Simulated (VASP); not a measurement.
Write the native input for VASP 6.6.1 that does the following.

```
Task                   : single point
Functional             : LDA
Potentials or basis    : VASP PAW LDA potentials, release 64 (In_d)
Cutoff                 : 520 eV
k mesh                 : 5 × 5 × 5
Occupations            : methfessel-paxton, width 0.1 eV
Spin                   : no spin polarisation
Dipole correction      : no
Further INCAR settings : ALGO = Normal; EDIFF = 1e-07; NBANDS = 26
```

The structure of In lies in POSCAR:

```
In
1.0
    4.4600000000      0.0000000000      0.0000000000
    0.0000000000      4.4600000000      0.0000000000
    0.0000000000      0.0000000000      4.4600000000
In
3
Direct
    0.0000000000      0.5000000000      0.5000000000
    0.5000000000      0.0000000000      0.5000000000
    0.5000000000      0.5000000000      0.0000000000
```

One way to write it, as run:

INCAR

```
PREC     = Accurate       # precision mode
ENCUT    = 520            # plane-wave cutoff, eV
EDIFF    = 1E-7           # SCF threshold, eV
ISMEAR   = 1              # smearing method
SIGMA    = 0.1            # smearing width, eV
LREAL    = False          # projectors in reciprocal space
LASPH    = True           # aspherical terms in the spheres
NELM     = 60             # most SCF steps
ALGO     = Normal         # electronic algorithm
ISIF     = 2              # what is computed and relaxed
LWAVE    = False          # write WAVECAR
LCHARG   = False          # write CHGCAR
NBANDS   = 26             # bands
```

KPOINTS

```
regular mesh
0
Gamma
  5 5 5
```

Potentials or basis: VASP PAW LDA potentials, release 64 (In_d).

Launch:

```sh
$ cat potpaw_LDA.64/In_d/POTCAR > POTCAR
$ mpirun -np 1 vasp_std > vasp.out
```

Results of the run:

```
Pressure : -2.9 GPa
```

Wall time 19 s on 1 thread of Intel Xeon 6975P-C, with other jobs on the host, peak memory 0.17 GiB.
